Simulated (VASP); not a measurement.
# HfTe6Mo (Pm-3) in VASP: single point with PBE

Aim: the single point of HfTe6Mo with PBE.

Everything below comes from runs of VASP 6.6.1. Logs are shortened: lines on timing, memory, paths and dates and some standing lists are left out, and cuts for length are marked.

## Step 1: The cell of the first run

It takes space group Pm-3 (No. 200, cubic). Conventional cell: a = 5.851 Å, b = 5.851 Å, c = 5.851 Å, α = 90.00°, β = 90.00°, γ = 90.00°. Within 4.3 Å of Hf (site symmetry m-3) lie 12 Te at 3.28 Å. Within 3.8 Å of Te (site symmetry mm2) lie 10 Te at 2.89 to 3.58 Å and 2 Mo at 3.26 Å and 2 Hf at 3.28 Å. Within 4.3 Å of Mo (site symmetry m-3) lie 12 Te at 3.26 Å.

The cell was generated, and may not be a known phase.

## Step 2: Single point, PBE

INCAR

```
SYSTEM = HfTe6Mo
PREC = Accurate
ENCUT = 500
EDIFF = 1E-6
ISMEAR = 0
SIGMA = 0.2
LREAL = .FALSE.
LASPH = .TRUE.
NELM = 120
ALGO = Normal
ISIF = 2
LWAVE = .FALSE.
LCHARG = .TRUE.
GGA = PE
LELF = .TRUE.
LVHAR = .TRUE.
NBANDS = 40
GGA_COMPAT = .FALSE.
```

KPOINTS

```
Automatic mesh
0
G
  3 3 3
  0 0 0
```

POSCAR

```
HfTe6Mo
1.0
    5.8514143351      0.0000000000      0.0000000000
    0.0000000000      5.8514143351      0.0000000000
    0.0000000000      0.0000000000      5.8514143351
Hf Te Mo
1 6 1
Direct
    0.5000000000      0.5000000000      0.5000000000
    0.2468738212      0.0000000000      0.5000000000
    0.7531261788      0.0000000000      0.5000000000
    0.5000000000      0.2468738212      0.0000000000
    0.5000000000      0.7531261788      0.0000000000
    0.0000000000      0.5000000000      0.2468738212
    0.0000000000      0.5000000000      0.7531261788
    0.0000000000      0.0000000000      0.0000000000
```

Potentials or basis: VASP PAW PBE potentials, release 64 (Hf_pv, Te, Mo_sv).

Run with:

```bash
cat potpaw_PBE.64/Hf_pv/POTCAR potpaw_PBE.64/Te/POTCAR potpaw_PBE.64/Mo_sv/POTCAR > POTCAR
mpirun -np 1 vasp_std > vasp.out
```

OUTCAR:

```text
SYSTEM = HfTe6Mo
   PREC = Accurate
   ENCUT = 500
   EDIFF = 1E-6
   ISMEAR = 0
   LREAL = .FALSE.
   LASPH = .TRUE.
   NELM = 120
   ISIF = 2
   GGA = PE

 ion  position               nearest neighbor table
   1  0.500  0.500  0.500-   2 3.28   3 3.28   4 3.28   5 3.28   6 3.28   7 3.28   4 3.28   5 3.28
                             2 3.28   3 3.28   6 3.28   7 3.28
   2  0.247  0.000  0.500-   3 2.89   3 2.96   8 3.26   8 3.26   1 3.28   1 3.28   7 3.58   4 3.58
                             4 3.58   5 3.58   5 3.58   6 3.58   6 3.58   7 3.58
   3  0.753  0.000  0.500-   2 2.89   2 2.96   8 3.26   8 3.26   1 3.28   1 3.28   4 3.58   4 3.58
                             5 3.58   5 3.58   6 3.58   6 3.58   7 3.58   7 3.58
   4  0.500  0.247  0.000-   5 2.89   5 2.96   8 3.26   8 3.26   1 3.28   1 3.28   7 3.58   6 3.58
                             7 3.58   6 3.58   3 3.58   3 3.58   2 3.58   2 3.58
   5  0.500  0.753  0.000-   4 2.89   4 2.96   8 3.26   8 3.26   1 3.28   1 3.28   6 3.58   6 3.58
                             7 3.58   7 3.58   3 3.58   2 3.58   2 3.58   3 3.58
   6  0.000  0.500  0.247-   7 2.89   7 2.96   8 3.26   8 3.26   1 3.28   1 3.28   4 3.58   5 3.58
                             4 3.58   5 3.58   2 3.58   3 3.58   2 3.58   3 3.58
   7  0.000  0.500  0.753-   6 2.89   6 2.96   8 3.26   8 3.26   1 3.28   1 3.28   5 3.58   4 3.58
                             4 3.58   5 3.58   3 3.58   2 3.58   2 3.58   3 3.58
   8  0.000  0.000  0.000-   2 3.26   3 3.26   4 3.26   5 3.26   6 3.26   7 3.26   2 3.26   3 3.26
                             6 3.26   7 3.26   4 3.26   5 3.26

  LATTYP: Found a simple cubic cell.
 ALAT       =     5.8514143351

  Lattice vectors:

 A1 = (   5.8514143351,   0.0000000000,   0.0000000000)
 A2 = (   0.0000000000,   5.8514143351,   0.0000000000)
 A3 = (   0.0000000000,   0.0000000000,   5.8514143351)

Analysis of symmetry for initial positions (statically):
=====================================================================
 Subroutine PRICEL returns:
 Original cell was already a primitive cell.

 Routine SETGRP: Setting up the symmetry group for a
 simple cubic supercell.

 Subroutine GETGRP returns: Found 24 space group operations
 (whereof 24 operations were pure point group operations)
 out of a pool of 48 trial point group operations.

The static configuration has the point symmetry T_h .

Analysis of symmetry for dynamics (positions and initial velocities):
=====================================================================
 Subroutine PRICEL returns:
 Original cell was already a primitive cell.

 Routine SETGRP: Setting up the symmetry group for a
 simple cubic supercell.

[... 103 lines left out ...]
   POTIM  = 0.5000    time-step for ionic-motion
   TEBEG  =    0.0;   TEEND  =   0.0 temperature during run
   PSTRESS=    0.0 pullay stress
   NELECT =      60.0000    total number of electrons
   NUPDOWN=      -1.0000    fix difference up-down
   EMIN   =  10.00;   EMAX   =-10.00  energy-range for DOS
   EFERMI =   0.00;   METHOD = LEGACY
   ISMEAR =     0;   SIGMA  =   0.20  broadening in eV -4-tet -1-fermi 0-gaus
   EFERMI_NEDOS =   21; number of points for ismear=-14 and -15
   IALGO  =     38    algorithm
   IMIX   =      4    mixing-type and parameters
     AMIX     =   0.40;   BMIX     =  1.00
     AMIX_MAG =   1.60;   BMIX_MAG =  1.00
  volume/ion in A,a.u.               =      25.04       169.00
  Fermi-wavevector in a.u.,A,eV,Ry     =   1.095295  2.069807 16.322514  1.199671
  Thomas-Fermi vector in A             =   2.231616
   LORBIT       =      0    0 simple, 1 ext, 2 COOP (PROOUT), +10 PAW based schemes
   GGA     = PE    functional components
   LHFCALC =     F    Hartree Fock is set to
   AEXX    =    0.0000 exact exchange contribution
   IVDW    =     0    specifies the selected vdW correction
   LEPSILON=     F    determine dielectric tensor
   LRPA    =     F    only Hartree local field effects (RPA)
 non-spin polarized calculation
 Gauss-broadening in eV      SIGMA  =   0.20
  energy-cutoff  :      500.00
  volume of cell :      200.35
 maximum number of plane-waves:      5106
 NGX is ok and might be reduce to    48
   NGX = 21   NGY = 21   NGZ = 21

 number of electron      60.0000001 magnetization

 Free energy of the ion-electron system (eV)
  ---------------------------------------------------
  ext. energy  EPLUGINS =         0.00000000
  ---------------------------------------------------
  free energy    TOTEN  =       -36.99007755 eV

  energy without entropy =      -36.89930737  energy(sigma->0) =      -36.94469246

 E-fermi :   8.8987     XC(G=0): -10.6695

 val. band max:        8.8951571796   @ k =   0.0000   0.0000   0.0000
 cond. band min:       8.9367137052   @ k =   0.3333   0.0000   0.0000
 fundamental gap:      0.0415565255
 Fermi energy:         8.8986537679

 k-point     1 :       0.0000    0.0000    0.0000
  band No.  band energies     occupation
      1     -52.3699      2.00000
      2     -26.4274      2.00000
      3     -26.4274      2.00000
      4     -26.4274      2.00000
      5     -23.3272      2.00000
      6     -23.3272      2.00000
[... 161 lines left out ...]
     39      10.8667      0.00000
     40      10.9254      0.00000

------------------------ aborting loop because EDIFF is reached ----------------------------------------

  FORCE on cell =-STRESS in cart. coord.  units (eV):
  Direction    XX          YY          ZZ          XY          YZ          ZX
  --------------------------------------------------------------------------------------
  -------------------------------------------------------------------------------------
  Total       -0.2262951     -0.2262951     -0.2262951     -0.0000000      0.0000000      0.0000000
  in kB       -1.8096860     -1.8096860     -1.8096860     -0.0000000      0.0000000      0.0000000
  external PRESSURE =      -1.8096860 kB  Pullay stress =       0.0000000 kB

 VOLUME and BASIS-vectors are now :
 -----------------------------------------------------------------------------
  energy-cutoff  :      500.00
  volume of cell :      200.35
      direct lattice vectors                 reciprocal lattice vectors
     5.851414335  0.000000000  0.000000000     0.170898853  0.000000000  0.000000000
     0.000000000  5.851414335  0.000000000     0.000000000  0.170898853  0.000000000
     0.000000000  0.000000000  5.851414335     0.000000000  0.000000000  0.170898853

 POSITION                                       TOTAL-FORCE (eV/Angst)
 -----------------------------------------------------------------------------------
      2.92571      2.92571      2.92571         0.000000      0.000000      0.000000
      1.44456      0.00000      2.92571         0.012321      0.000000      0.000000
      4.40685      0.00000      2.92571        -0.012321      0.000000     -0.000000
      2.92571      1.44456      0.00000         0.000000      0.012321      0.000000
      2.92571      4.40685      0.00000         0.000000     -0.012321     -0.000000
      0.00000      2.92571      1.44456        -0.000000      0.000000      0.012321
      0.00000      2.92571      4.40685         0.000000      0.000000     -0.012321
      0.00000      0.00000      0.00000         0.000000      0.000000      0.000000
 -----------------------------------------------------------------------------------
    total drift:                                0.000000     -0.000000      0.000000

  FREE ENERGIE OF THE ION-ELECTRON SYSTEM (eV)
  ---------------------------------------------------
  free  energy   TOTEN  =       -36.9900775545 eV

  energy  without entropy=      -36.8993073732  energy(sigma->0) =      -36.94469246
```

OSZICAR:

```text
N       E                     dE             d eps       ncg     rms          rms(c)
DAV:   1     0.355937896382E+03    0.35594E+03   -0.26441E+04   328   0.129E+03
DAV:   2    -0.156718485160E+02   -0.37161E+03   -0.36050E+03   408   0.290E+02
DAV:   3    -0.383489765394E+02   -0.22677E+02   -0.21481E+02   392   0.589E+01
DAV:   4    -0.390657833720E+02   -0.71681E+00   -0.70659E+00   400   0.103E+01
DAV:   5    -0.390820440425E+02   -0.16261E-01   -0.16248E-01   400   0.168E+00    0.331E+01
DAV:   6    -0.454706267578E+02   -0.63886E+01   -0.57185E+01   336   0.186E+01    0.295E+01
DAV:   7    -0.373522144213E+02    0.81184E+01   -0.20258E+01   352   0.224E+01    0.200E+01
DAV:   8    -0.370887137175E+02    0.26350E+00   -0.45939E+00   376   0.563E+00    0.899E+00
DAV:   9    -0.370236930088E+02    0.65021E-01   -0.47469E-01   408   0.232E+00    0.360E+00
DAV:  10    -0.370004545065E+02    0.23239E-01   -0.29443E-01   384   0.121E+00    0.223E+00
DAV:  11    -0.370180499566E+02   -0.17595E-01   -0.27636E-01   384   0.103E+00    0.150E+00
DAV:  12    -0.369900194298E+02    0.28031E-01   -0.11445E-01   384   0.672E-01    0.213E-01
DAV:  13    -0.369902325981E+02   -0.21317E-03   -0.19665E-03   384   0.149E-01    0.218E-01
DAV:  14    -0.369901161190E+02    0.11648E-03   -0.18244E-04   392   0.335E-02    0.143E-01
DAV:  15    -0.369900907927E+02    0.25326E-04   -0.35157E-05   392   0.145E-02    0.590E-02
DAV:  16    -0.369900780007E+02    0.12792E-04   -0.26795E-05   368   0.133E-02    0.253E-02
DAV:  17    -0.369900775545E+02    0.44618E-06   -0.16209E-06   272   0.412E-03
   1 F= -.36990078E+02 E0= -.36944692E+02  d E =-.907702E-01
```

stdout:

```text
POSCAR found type information on POSCAR HfTeMo
 POSCAR found :  3 types and       8 ions
 scaLAPACK will be used
 LDA part: xc-table for (Slater+PW92), standard interpolation
 POSCAR, INCAR and KPOINTS ok, starting setup
 FFT: planning ... GRIDC
 FFT: planning ... GRID_SOFT
 FFT: planning ... GRID
 WAVECAR not read
 entering main loop
```

Wall time 1.7 min (1 thread of Intel Xeon 8259CL, shared host); peak memory 0.33 GiB.

Results:

- Free energy: -36.9901 eV
- Pressure: -0.2 GPa
- Largest force: 0.012 eV/Å
- Band gap on the k mesh: zero (bands 30 and 31 overlap by 0.17 eV)

Forces on the atoms (eV/Å):
```
Hf   0.000  0.000  0.000
Te   0.012  0.000  0.000
Te  -0.012  0.000  0.000
Te   0.000  0.012  0.000
Te   0.000 -0.012  0.000
Te   0.000  0.000  0.012
Te   0.000  0.000 -0.012
Mo   0.000  0.000  0.000
```

Caveat: spin-orbit coupling is left out, which moves the levels of the heavy elements.

The gap in the log of VASP goes by the Fermi energy; the results here count the filled bands.